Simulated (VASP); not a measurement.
# SnSe in VASP: further runs, part 2 of 2

VASP 6.6.1. The steps go on from the part before.

### Step 4. Single point, LDA (equal xy, yz and zx shear strains of -1 %)

INCAR

```
SYSTEM = SnSe
ALGO = Normal
EDIFF = 1E-6
ENCUT = 500
GGA_COMPAT = .False.
ISIF = 2
ISMEAR = -1
LASPH = .True.
LCHARG = .False.
LREAL = .False.
LWAVE = .False.
NBANDS = 17
NELM = 120
PREC = Accurate
SIGMA = 0.02
```

KPOINTS

```
k-points
0
Gamma
  9 9 9
  0 0 0
```

POSCAR

```
SnSe
1.0
   -0.0301000000      2.9949500000      2.9949500000
    2.9949500000     -0.0301000000      2.9949500000
    2.9949500000      2.9949500000     -0.0301000000
Sn Se
1 1
Direct
    0.0000000000      0.0000000000      0.0000000000
    0.5000000000      0.5000000000      0.5000000000
```

Potentials or basis: VASP PAW LDA potentials, release 64 (Sn_d, Se).

Launch:

```
cat potpaw_LDA.64/Sn_d/POTCAR potpaw_LDA.64/Se/POTCAR > POTCAR
mpirun -np 1 vasp_std > vasp.out
```

OUTCAR:

```text
SYSTEM = SnSe
   EDIFF = 1E-6
   ENCUT = 500
   ISIF = 2
   ISMEAR = -1
   LASPH = .True.
   LREAL = .False.
   NELM = 120
   PREC = Accurate

 ion  position               nearest neighbor table
   1  0.000  0.000  0.000-   2 3.01   2 3.01   2 3.01   2 3.01   2 3.01   2 3.01
   2  0.500  0.500  0.500-   1 3.01   1 3.01   1 3.01   1 3.01   1 3.01   1 3.01

  LATTYP: Found a trigonal (rhomboedric) cell.
 ALAT       =     4.2356058616
 COS(alpha) =     0.4899250057

  Lattice vectors:

 A1 = (  -0.0301000000,   2.9949500000,   2.9949500000)
 A2 = (   2.9949500000,  -0.0301000000,   2.9949500000)
 A3 = (   2.9949500000,   2.9949500000,  -0.0301000000)

Analysis of symmetry for initial positions (statically):
=====================================================================
 Subroutine PRICEL returns:
 Original cell was already a primitive cell.

 Routine SETGRP: Setting up the symmetry group for a
 trigonal (rhombohedral) supercell.

 Subroutine GETGRP returns: Found 12 space group operations
 (whereof 12 operations were pure point group operations)
 out of a pool of 12 trial point group operations.

The static configuration has the point symmetry D_3d.

Analysis of symmetry for dynamics (positions and initial velocities):
=====================================================================
 Subroutine PRICEL returns:
 Original cell was already a primitive cell.

 Routine SETGRP: Setting up the symmetry group for a
 trigonal (rhombohedral) supercell.

 Subroutine GETGRP returns: Found 12 space group operations
 (whereof 12 operations were pure point group operations)
 out of a pool of 12 trial point group operations.

The dynamic configuration has the point symmetry D_3d.

 Subroutine INISYM returns: Found 12 space group operations
 (whereof 12 operations are pure point group operations),
 and found     1 'primitive' translations

----------------------------------------------------------------------------------------

                                     Primitive cell

  volume of cell :      54.5377

  direct lattice vectors                    reciprocal lattice vectors
    -0.030100000  2.994950000  2.994950000    -0.164451744  0.166121305  0.166121305
     2.994950000 -0.030100000  2.994950000     0.166121305 -0.164451744  0.166121305
     2.994950000  2.994950000 -0.030100000     0.166121305  0.166121305 -0.164451744

  length of vectors
     4.235605862  4.235605862  4.235605862     0.286769858  0.286769858  0.286769858

  position of ions in fractional coordinates (direct lattice)
     0.000000000  0.000000000  0.000000000
     0.500000000  0.500000000  0.500000000

  ion indices of the primitive-cell ions
   primitive index   ion index
                 1           1
                 2           2

----------------------------------------------------------------------------------------

 KPOINTS: k-points

Automatic generation of k-mesh.
 Grid dimensions read from file:
 generate k-points for:    9    9    9

 Generating k-lattice:

  Cartesian coordinates                     Fractional coordinates (reciprocal lattice)
    -0.018272416  0.018457923  0.018457923     0.111111111  0.000000000  0.000000000
     0.018457923 -0.018272416  0.018457923     0.000000000  0.111111111  0.000000000
     0.018457923  0.018457923 -0.018272416     0.000000000  0.000000000  0.111111111

  Length of vectors
     0.031863318  0.031863318  0.031863318

  Shift w.r.t. Gamma in fractional coordinates (k-lattice)
     0.000000000  0.000000000  0.000000000

 Subroutine IBZKPT returns following result:
 ===========================================

 Found     85 irreducible k-points:

 Following reciprocal coordinates:
            Coordinates               Weight
  0.000000  0.000000  0.000000      1.000000
  0.111111  0.000000 -0.000000      6.000000
  0.222222  0.000000  0.000000      6.000000
  0.333333 -0.000000 -0.000000      6.000000
  0.444444  0.000000  0.000000      6.000000
  0.111111  0.111111 -0.000000      6.000000
[... 16 lines left out ...]
 -0.333333  0.333333  0.000000      6.000000
  0.444444  0.444444 -0.000000      6.000000
 [... further k-points ...]
   k-points           NKPTS =     85   k-points in BZ     NKDIM =     85   number of bands    NBANDS=     17
   number of dos      NEDOS =    301   number of ions     NIONS =      2
   total plane-waves  NPLWV =  32768
   dimension x,y,z NGX =    32 NGY =   32 NGZ =   32
   dimension x,y,z NGXF=    64 NGYF=   64 NGZF=   64
   ions per type =               1   1
   NGX,Y,Z   is equivalent  to a cutoff of  12.56, 12.56, 12.56 a.u.
   NGXF,Y,Z  is equivalent  to a cutoff of  25.12, 25.12, 25.12 a.u.
 SYSTEM =  SnSe
   PREC   = accura    normal or accurate (medium, high low for compatibility)
   ISTART =      0    job   : 0-new  1-cont  2-samecut
   ICHARG =      2    charge: 1-file 2-atom 10-const
   ISPIN  =      1    spin polarized calculation?
   LNONCOLLINEAR =      F non collinear calculations
   LSORBIT =      F    spin-orbit coupling
   LASPH  =      T    aspherical Exc in radial PAW
   ENCUT  =  500.0 eV  36.75 Ry    6.06 a.u.   7.72  7.72  7.72*2*pi/ulx,y,z
   NELM   =    120;   NELMIN=  2; NELMDL= -5     # of ELM steps
   EDIFF  = 0.1E-05   stopping-criterion for ELM
   LREAL  =      F    real-space projection
   EDIFFG = 0.1E-04   stopping-criterion for IOM
   NSW    =      0    number of steps for IOM
   IBRION =     -1    ionic relax: 0-MD 1-quasi-New 2-CG
   NFREE  =      0    steps in history (QN), initial steepest desc. (CG)
   ISIF   =      2    stress and relaxation
   ISYM   =      2    0-nonsym 1-usesym 2-fastsym
   POTIM  = 0.5000    time-step for ionic-motion
   TEBEG  =    0.0;   TEEND  =   0.0 temperature during run
   PSTRESS=    0.0 pullay stress
   NELECT =      20.0000    total number of electrons
   NUPDOWN=      -1.0000    fix difference up-down
   EMIN   =  10.00;   EMAX   =-10.00  energy-range for DOS
   EFERMI =   0.00;   METHOD = LEGACY
   ISMEAR =    -1;   SIGMA  =   0.02  broadening in eV -4-tet -1-fermi 0-gaus
   EFERMI_NEDOS =   21; number of points for ismear=-14 and -15
   IALGO  =     38    algorithm
   IMIX   =      4    mixing-type and parameters
     AMIX     =   0.40;   BMIX     =  1.00
     AMIX_MAG =   1.60;   BMIX_MAG =  1.00
  volume/ion in A,a.u.               =      27.27       184.02
  Fermi-wavevector in a.u.,A,eV,Ry     =   1.171797  2.214376 18.682287  1.373109
  Thomas-Fermi vector in A             =   2.308236
   LORBIT       =      0    0 simple, 1 ext, 2 COOP (PROOUT), +10 PAW based schemes
   GGA     = CA    functional components
   LHFCALC =     F    Hartree Fock is set to
   AEXX    =    0.0000 exact exchange contribution
   IVDW    =     0    specifies the selected vdW correction
   LEPSILON=     F    determine dielectric tensor
   LRPA    =     F    only Hartree local field effects (RPA)
 non-spin polarized calculation
  energy-cutoff  :      500.00
  volume of cell :       54.54
 maximum number of plane-waves:      1399
   NGX = 15   NGY = 15   NGZ = 15

 number of electron      20.0000005 magnetization

 Free energy of the ion-electron system (eV)
  ---------------------------------------------------
  ext. energy  EPLUGINS =         0.00000000
  ---------------------------------------------------
  free energy    TOTEN  =        -9.46850950 eV

  energy without entropy =       -9.46850940  energy(sigma->0) =       -9.46850945

 E-fermi :   5.5939     XC(G=0):  -9.8817

 val. band max:        5.3509976658   @ k =  -0.3333   0.1111   0.0000
 cond. band min:       5.8231904859   @ k =   0.4444   0.3333   0.3333
 fundamental gap:      0.4721928201
 Fermi energy:         5.5939365125

 k-point     1 :       0.0000    0.0000    0.0000
  band No.  band energies     occupation
      1     -16.0709      2.00000
      2     -16.0709      2.00000
      3     -16.0690      2.00000
      4     -16.0677      2.00000
      5     -16.0677      2.00000
      6      -8.4399      2.00000
[... 9 lines left out ...]
     16      11.4297      0.00000
     17      13.5533      0.00000
[... 441 lines left out ...]
 k-point    24 :       0.4444    0.4444   -0.0000
  band No.  band energies     occupation
      1     -16.0981      2.00000
      2     -16.0750      2.00000
      3     -16.0628      2.00000
      4     -16.0514      2.00000
      5     -16.0504      2.00000
      6      -7.2695      2.00000
[... 9 lines left out ...]
     16      17.0012      0.00000
     17      17.9675      0.00000

 [... further k-points ...]

------------------------ aborting loop because EDIFF is reached ----------------------------------------

  FORCE on cell =-STRESS in cart. coord.  units (eV):
  Direction    XX          YY          ZZ          XY          YZ          ZX
  --------------------------------------------------------------------------------------
  -------------------------------------------------------------------------------------
  Total       -1.0751110     -1.0751110     -1.0751110      0.0677067      0.0677067      0.0677067
  in kB      -31.5839980    -31.5839980    -31.5839980      1.9890483      1.9890483      1.9890483
  external PRESSURE =     -31.5839980 kB  Pullay stress =       0.0000000 kB

 VOLUME and BASIS-vectors are now :
 -----------------------------------------------------------------------------
  energy-cutoff  :      500.00
  volume of cell :       54.54
      direct lattice vectors                 reciprocal lattice vectors
    -0.030100000  2.994950000  2.994950000    -0.164451744  0.166121305  0.166121305
     2.994950000 -0.030100000  2.994950000     0.166121305 -0.164451744  0.166121305
     2.994950000  2.994950000 -0.030100000     0.166121305  0.166121305 -0.164451744

 POSITION                                       TOTAL-FORCE (eV/Angst)
 -----------------------------------------------------------------------------------
      0.00000      0.00000      0.00000        -0.000000     -0.000000     -0.000000
      2.97990      2.97990      2.97990         0.000000      0.000000      0.000000
 -----------------------------------------------------------------------------------
    total drift:                                0.000000     -0.000000     -0.000000

  FREE ENERGIE OF THE ION-ELECTRON SYSTEM (eV)
  ---------------------------------------------------
  free  energy   TOTEN  =        -9.4685095017 eV

  energy  without entropy=       -9.4685094031  energy(sigma->0) =       -9.46850945
```

OSZICAR:

```text
N       E                     dE             d eps       ncg     rms          rms(c)
DAV:   1     0.129314063427E+03    0.12931E+03   -0.95462E+03  2935   0.141E+03
DAV:   2     0.310095543889E+01   -0.12621E+03   -0.12206E+03  3067   0.342E+02
DAV:   3    -0.932353562683E+01   -0.12424E+02   -0.12319E+02  3500   0.939E+01
DAV:   4    -0.965390003131E+01   -0.33036E+00   -0.33013E+00  3448   0.162E+01
DAV:   5    -0.966387593384E+01   -0.99759E-02   -0.99754E-02  4282   0.274E+00    0.313E+00
DAV:   6    -0.947622405820E+01    0.18765E+00   -0.47083E-01  4291   0.401E+00    0.186E+00
DAV:   7    -0.947012889471E+01    0.60952E-02   -0.65826E-02  3481   0.114E+00    0.905E-01
DAV:   8    -0.946871694352E+01    0.14120E-02   -0.68791E-03  3485   0.695E-01    0.908E-02
DAV:   9    -0.946850165358E+01    0.21529E-03   -0.13470E-03  4189   0.262E-01    0.420E-02
DAV:  10    -0.946850892785E+01   -0.72743E-05   -0.97547E-05  3388   0.561E-02    0.803E-03
DAV:  11    -0.946850950174E+01   -0.57389E-06   -0.50788E-06  3687   0.158E-02
   1 F= -.94685095E+01 E0= -.94685095E+01  d E =-.986824E-07
```

Wall time 50 s (1 thread of Intel Xeon Platinum 8259CL at 2.50GHz (Skylake/Cascade Lake), shared host); peak memory 0.2 GiB.

What came out:

```yaml
Free_energy: -9.4685 eV
Pressure: -3.2 GPa
Band_gap_on_the_k_mesh: 0.47 eV, indirect (least direct gap 0.56 eV)
```

Caveat: the cell differs from its parent crystal (equal xy, yz and zx shear strains of -1 %); spin-orbit coupling is left out, which moves the levels of the heavy elements. A k mesh can miss the band edges.

### Step 5. Single point, LDA (equal xy, yz and zx shear strains of +2 %)

INCAR

```
SYSTEM = SnSe
ALGO = Normal ; EDIFF = 1E-6
ENCUT = 500 ; GGA_COMPAT = .False.
ISIF = 2 ; ISMEAR = -1
LASPH = .True. ; LCHARG = .False.
LREAL = .False. ; LWAVE = .False.
NBANDS = 17 ; NELM = 120
PREC = Accurate ; SIGMA = 0.02
```

KPOINTS is that of step 4.

POSCAR

```
SnSe
1.0
    0.0602000000      3.0401000000      3.0401000000
    3.0401000000      0.0602000000      3.0401000000
    3.0401000000      3.0401000000      0.0602000000
Sn Se
1 1
Direct
    0.0000000000      0.0000000000      0.0000000000
    0.5000000000      0.5000000000      0.5000000000
```

Launch:

```
cat potpaw_LDA.64/Sn_d/POTCAR potpaw_LDA.64/Se/POTCAR > POTCAR
mpirun -np 1 vasp_std > vasp.out
```

Run time: 46 s. Hardware: 1 thread of Intel Xeon Platinum 8259CL at 2.50GHz (Skylake/Cascade Lake), shared host; peak memory 0.2 GiB.

It converged, with:

```
Free energy            : -9.4656 eV
Pressure               : -3.2 GPa
Band gap on the k mesh : 0.37 eV, indirect (least direct gap 0.54 eV)
```

Stress tensor (GPa, compression positive):
```
-3.16 -0.42 -0.42
-0.42 -3.16 -0.42
-0.42 -0.42 -3.16
```

Levels at points of the mesh, in eV from the valence-band top:
| k point | band 8 | band 9 | band 10 | band 11 | band 12 | band 13 |
| --- | --- | --- | --- | --- | --- | --- |
| (0.00, 0.00, 0.00) | -2.33 | -2.08 | -2.08 | 4.20 | 4.20 | 4.26 |

Caveat: the cell differs from its parent crystal (equal xy, yz and zx shear strains of +2 %); spin-orbit coupling is left out, which moves the levels of the heavy elements.

### Step 6. Summary

```csv
cell,cutoff (eV),gap on the mesh (eV),pressure (GPa)
"a = 4.313 Å, angles 60.0°, 2 atoms",520,-,-4.8
"a = 4.194 Å, angles 62.0°, 2 atoms",500,0.28,-3.2
"a = 4.236 Å, angles 60.7°, 2 atoms",500,0.47,-3.2
"a = 4.300 Å, angles 58.7°, 2 atoms",500,0.37,-3.2
```

Alike in all rows: task single point; level LDA; potentials or basis VASP PAW LDA potentials, release 64 (Sn_d, Se); no spin polarisation; k mesh 9 × 9 × 9; smearing fermi-dirac 0.02 eV.

Caveats: spin-orbit coupling is left out, which moves the levels of the heavy elements.

Total energies depend on the potentials used, so only differences within one code and one set of settings carry meaning.
